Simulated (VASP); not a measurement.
Input of a VASP 6.6.1 run:

File INCAR:

```
PREC = Accurate
ENCUT = 520
EDIFF = 1E-6
ISMEAR = -1
SIGMA = 0.05
LREAL = False
LASPH = True
NELM = 100
ALGO = Normal
ISIF = 2
LWAVE = False
LCHARG = True
GGA = RE
IVDW = 12
LELF = True
LVHAR = True
NBANDS = 18
```

File KPOINTS:

```
regular mesh
0
Gamma
  12 12 12
```

POSCAR

```
Si2W
1.0
   -1.5851124433      1.5851124433      3.8804143705
    1.5851124433     -1.5851124433      3.8804143705
    1.5851124433      1.5851124433     -3.8804143705
W Si
1 2
Direct
    0.0000000000      0.0000000000      0.0000000000
    0.6662767430      0.6662767430      0.0000000000
    0.3337232570      0.3337232570      0.0000000000
```

Potentials or basis: VASP PAW PBE potentials, release 64 (W_sv, Si).

Run with:

```console
$ cat potpaw_PBE.64/W_sv/POTCAR potpaw_PBE.64/Si/POTCAR > POTCAR
$ mpirun -np 1 vasp_std > vasp.out
```

Question: Predict the dispersion energy per atom.

Answer: -1.123 eV.

Question: Predict the pressure.

Answer: -0.2 GPa.

Question: What does it give for the largest force?

Answer: 0.007 eV/Å.

Forces on the atoms (eV/Å):
```
W    0.000  0.000  0.000
Si   0.000  0.000  0.007
Si   0.000  0.000 -0.007
```

Caveat: the PAW data sets were made with another functional, which shifts forces and pressure a little; pairwise dispersion overbinds metals, which lowers pressure and volume.
